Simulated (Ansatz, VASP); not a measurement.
## Two plane-wave programs on KTaO3

Contents of POSCAR:

```
KTaO3
1.0
    3.9883000000      0.0000000000      0.0000000000
    0.0000000000      3.9883000000      0.0000000000
    0.0000000000      0.0000000000      3.9883000000
Ta K O
1 1 3
Direct
    0.0000000000      0.0000000000      0.0000000000
    0.5000000000      0.5000000000      0.5000000000
    0.0000000000      0.0000000000      0.5000000000
    0.0000000000      0.5000000000      0.0000000000
    0.5000000000      0.0000000000      0.0000000000
```

File INCAR.step1:

```
PREC     = Accurate       # precision mode
ENCUT    = 600            # plane-wave cutoff, eV
ISMEAR   = -1             # smearing method
SIGMA    = 0.05           # smearing width, eV
LREAL    = F              # projectors in reciprocal space
LASPH    = T              # aspherical terms in the spheres
NELM     = 150            # most SCF steps
LMAXMIX  = 4              # l up to which the mixer works
LDAU     = T              # DFT+U
LDAUTYPE = 2            
LDAUL    = 2 -1 -1        # shell
LDAUU    = 5 0 0          # U, eV
LDAUJ    = 0 0 0        
GGA      = PE             # functional
ALGO     = Normal         # electronic algorithm
EDIFF    = 1E-4           # SCF threshold, eV
LWAVE    = T              # write WAVECAR
LCHARG   = F              # write CHGCAR
```

The input INCAR.step2:

```
PREC     = Accurate       # precision mode
ENCUT    = 600            # plane-wave cutoff, eV
EDIFF    = 1E-7           # SCF threshold, eV
ISMEAR   = -1             # smearing method
SIGMA    = 0.05           # smearing width, eV
LREAL    = F              # projectors in reciprocal space
LASPH    = T              # aspherical terms in the spheres
NELM     = 150            # most SCF steps
ALGO     = Normal         # electronic algorithm
ISIF     = 3              # what is computed and relaxed
LWAVE    = F              # write WAVECAR
LCHARG   = F              # write CHGCAR
LMAXMIX  = 4              # l up to which the mixer works
LDAU     = T              # DFT+U
LDAUTYPE = 2            
LDAUL    = 2 -1 -1        # shell
LDAUU    = 5 0 0          # U, eV
LDAUJ    = 0 0 0        
LDAUPRINT= 1            
METAGGA  = R2SCAN         # meta-GGA
LMIXTAU  = T            
IBRION   = 2              # ionic algorithm
NSW      = 60             # ionic steps
EDIFFG   = -0.01          # ionic threshold
ISTART   = 1
```

The input KPOINTS:

```
Automatic mesh
0
Gamma
  7 7 7
```

The input input.yaml:

```yaml
crystal:
  lattice:
    - [3.9883, 0.0, 0.0]
    - [0.0, 3.9883, 0.0]
    - [0.0, 0.0, 3.9883]
  atoms:
    - { symbol: Ta, position: [0.0, 0.0, 0.0] }
    - { symbol: K, position: [0.5, 0.5, 0.5] }
    - { symbol: O, position: [0.0, 0.0, 0.5] }
    - { symbol: O, position: [0.0, 0.5, 0.0] }
    - { symbol: O, position: [0.5, 0.0, 0.0] }
hamiltonian:
  xc: r2scan
  pseudopotentials: { kind: paw }
  hubbard: { sites: [{ species: Ta, l: d, u_eff: 5.0 }] }
kpoints:
  mp_grid: { grid: [7, 7, 7] }
scf:
  occupations: { method: fermi_dirac, width: 0.05 }
output:
  forces: true
  stress: true
  eigenvalues: true
  write_density: true
  write_potential: true
  elf: true
  volumetric_format: npy
relax:
  f_tol: 0.01
  max_steps: 40
  cell: { stress_tol: 0.05 }
```

Alike in both runs: task relaxation of cell and atoms; functional r2SCAN; k mesh 7 × 7 × 7; occupations fermi-dirac, width 0.05 eV; no spin polarisation; Hubbard terms Ta d U = 5.0 eV.

|  | VASP | Ansatz |
| --- | --- | --- |
| version | VASP 6.6.1 | Ansatz 0.2.0 |
| potentials or method | VASP PAW PBE potentials, release 64 (Ta_pv, K_sv, O) | Ansatz PAW |
| plane-wave cutoff (eV) | 600 | 500 |
| valence electrons in the cell | 38 | 40 |

Ansatz gave:

| Quantity | Value |
| --- | --- |
| gap on the k mesh at the Fermi level, each at its own relaxed structure (eV) | 3.40 |
| relaxed volume (Å³/atom) | 12.81 |
| relaxed length of the cell vector where the two differ most in proportion (Å) | 4.001 |

Q: What did VASP give for the same quantities?

A: gap on the k mesh at the Fermi level, each at its own relaxed structure (eV): 3.34; relaxed volume (Å³/atom): 13.07; relaxed length of the cell vector where the two differ most in proportion (Å): 4.028.

VASP's potentials were made for PBE, not for r2SCAN. The programs project onto different local orbitals, so the same U acts differently, and such runs can settle in different states. VASP's potentials hold 38 valence electrons a cell and Ansatz's 40, so a difference there can come from the potentials and not from the codes.

Spin-orbit coupling is off throughout. Noted on Ansatz's run: odd divisions of the mesh miss points on the zone boundary, where band edges often lie, so the gap on the mesh can be too wide; the plane-wave basis is chosen anew once the cell has moved, so the energies of steps on either side of that aren't comparable.
